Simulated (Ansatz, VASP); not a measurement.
Two plane-wave programs on TiAl

The input INCAR:

```
ALGO = Fast ; EDIFF = 1E-6
ENCUT = 520 ; GGA = PS
ISIF = 2 ; ISMEAR = 0
LASPH = T ; LCHARG = T
LELF = T ; LREAL = F
LVHAR = T ; LWAVE = F
NBANDS = 14 ; NELM = 60
PREC = Accurate ; SIGMA = 0.15
```

The input KPOINTS:

```
k-points
0
Gamma
  21 21 12
```

Contents of POSCAR:

```
TiAl
1.0
    2.9215484151      0.0000000000      0.0000000000
   -1.4607742075      2.5301351459      0.0000000000
    0.0000000000      0.0000000000      4.7392337000
Ti Al
1 1
Direct
    0.0000000000      0.0000000000      0.0000000000
    0.3333333333      0.6666666667      0.5000000000
```

Input for Ansatz:

```yaml
crystal:
  lattice:
    - [2.9215484151, 0.0, 0.0]
    - [-1.4607742075, 2.5301351459, 0.0]
    - [0.0, 0.0, 4.7392337]
  atoms:
    - { symbol: Ti, position: [0.0, 0.0, 0.0] }
    - { symbol: Al, position: [0.3333333333, 0.6666666667, 0.5] }
basis:
  ecutwfc: 520.0
kpoints:
  mp_grid: { grid: [21, 21, 12] }
hamiltonian:
  xc: pbesol
  pseudopotentials: { kind: paw, azcp: { folder: soft_1 } }
scf:
  occupations: { method: gaussian, width: 0.15 }
  lower_state_search: "off"
output:
  forces: true
  stress: true
  eigenvalues: true
```

Alike in both runs: task single point; functional PBEsol; k mesh 21 × 21 × 12; occupations gaussian, width 0.15 eV; no spin polarisation.

|  | VASP | Ansatz |
| --- | --- | --- |
| version | VASP 6.6.1 | Ansatz 0.2.0 |
| potentials or method | VASP PAW PBE potentials, release 64 (Ti_sv, Al), cutoff 520 eV | scalar-relativistic, plane waves, PAW |
| valence electrons in the cell | 15 | 15 |

```tsv
	VASP	Ansatz	Ansatz less VASP
gap on the k mesh at the Fermi level (eV)	none	none	-
pressure (GPa)	-7.4	-7.4	0.00
traceless stress, the component that is largest in VASP (GPa)	-0.85	-0.92	-0.069
```

VASP's potentials were made for PBE, not for PBEsol, and Ansatz warns of the same on its side. A gap of «none» marks a metal or a gap that the smearing closes.
